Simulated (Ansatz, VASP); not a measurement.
Two plane-wave programs on Li

```
CELL_PARAMETERS angstrom
0.00000 2.23503 2.23503
2.23503 0.00000 2.23503
2.23503 2.23503 0.00000
ATOMIC_POSITIONS crystal
Li 0.00000 0.00000 0.00000
```

Change from the starting cell: strain +0.015 along x and y, +0.015 along z, atoms carried along.

Alike in both runs: task single point; functional r2SCAN; k mesh 18 × 18 × 18; occupations gaussian, width 0.15 eV; no spin polarisation.

|  | VASP | Ansatz |
| --- | --- | --- |
| version | VASP 6.6.1 | Ansatz 0.2.0 |
| potentials or method | VASP PAW PBE potentials, release 64 (Li_sv), cutoff 830 eV | scalar-relativistic, plane waves, PAW |
| valence electrons in the cell | 3 | 3 |

|  | VASP | Ansatz | Ansatz less VASP |
| --- | --- | --- | --- |
| gap on the k mesh at the Fermi level (eV) | none | none | - |
| pressure (GPa) | -0.9 | -0.7 | +0.13 |

VASP's potentials were made for PBE, not for r2SCAN. A gap of «none» marks a metal or a gap that the smearing closes.
